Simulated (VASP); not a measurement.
Input of a VASP 6.6.1 run:

Contents of INCAR:

```
PREC     = Accurate       # precision mode
ENCUT    = 520            # plane-wave cutoff, eV
EDIFF    = 1E-7           # SCF threshold, eV
ISMEAR   = -1             # smearing method
SIGMA    = 0.1            # smearing width, eV
LREAL    = F              # projectors in reciprocal space
LASPH    = T              # aspherical terms in the spheres
NELM     = 60             # most SCF steps
ALGO     = Normal         # electronic algorithm
ISIF     = 2              # what is computed and relaxed
LWAVE    = F              # write WAVECAR
LCHARG   = T              # write CHGCAR
GGA      = RE             # functional
LELF     = T              # ELF
LVHAR    = T            
NBANDS   = 9              # bands
```

Contents of KPOINTS:

```
regular mesh
0
Gamma
  14 14 14
```

File POSCAR:

```
Se
1.0
   -1.6581226155      1.6581226155      1.6581226155
    1.6581226155     -1.6581226155      1.6581226155
    1.6581226155      1.6581226155     -1.6581226155
Se
1
Direct
    0.0000000000      0.0000000000      0.0000000000
```

Potentials or basis: VASP PAW PBE potentials, release 64 (Se).

Launch:

```console
$ cat potpaw_PBE.64/Se/POTCAR > POTCAR
$ mpirun -np 1 vasp_std > vasp.out
```

(1) What does it give for the band gap on the k mesh?

(2) What does it give for the pressure?

Answers

(1) zero (band 3 reaches 10.54 eV, above the bottom of band 4 at 3.31 eV).

(2) 12.1 GPa.

Caveat: the PAW data sets were made with another functional, which shifts forces and pressure a little.
